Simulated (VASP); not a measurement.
A run of VASP 6.6.1 is set up as follows.

INCAR

```
ALGO     = Normal         # electronic algorithm
EDIFF    = 1E-7           # SCF threshold, eV
EDIFFG   = -0.008         # ionic threshold
ENCUT    = 520            # plane-wave cutoff, eV
GGA      = CA             # functional
IBRION   = 2              # ionic algorithm
ISIF     = 2              # what is computed and relaxed
ISMEAR   = 0              # smearing method
LASPH    = True           # aspherical terms in the spheres
LCHARG   = False          # write CHGCAR
LREAL    = False          # projectors in reciprocal space
LWAVE    = False          # write WAVECAR
NELM     = 80             # most SCF steps
NSW      = 60             # ionic steps
PREC     = Accurate       # precision mode
SIGMA    = 0.02           # smearing width, eV
```

Contents of KPOINTS:

```
k-points
0
Gamma
  12 12 2
```

The input POSCAR:

```
Te2Mo
1.0
    3.5705444622      0.0000000000      0.0000000000
   -1.7852722311      3.0921822096      0.0000000000
    0.0000000000      0.0000000000     18.0454056682
Te Mo
2 1
Direct
    0.3333333333      0.6666666667      0.9001986553
    0.3333333333      0.6666666667      0.0998013447
    0.0000000000      0.0000000000      0.0000000000
```

Potentials or basis: VASP PAW LDA potentials, release 64 (Te, Mo_sv).

Command:

```console
$ cat potpaw_LDA.64/Te/POTCAR potpaw_LDA.64/Mo_sv/POTCAR > POTCAR
$ mpirun -np 1 vasp_std > vasp.out
```

Q: Estimate the energy gained by relaxing.

A: 7.9 meV/atom.

Q: What does it give for the band gap on the k mesh?

A: 0.99 eV.

Step by step:
```tsv
step	energy change (eV)	largest force (eV/Å)	pressure (GPa)
1	0.0000	0.5634	-2.06
2	-0.0208	0.1990	-1.45
3	-0.0237	0.0005	-1.13
```

Caveat: the cell differs from its parent crystal (equal strain along all axes, cell held: +3.0 %); spin-orbit coupling is left out, which moves the levels of the heavy elements.
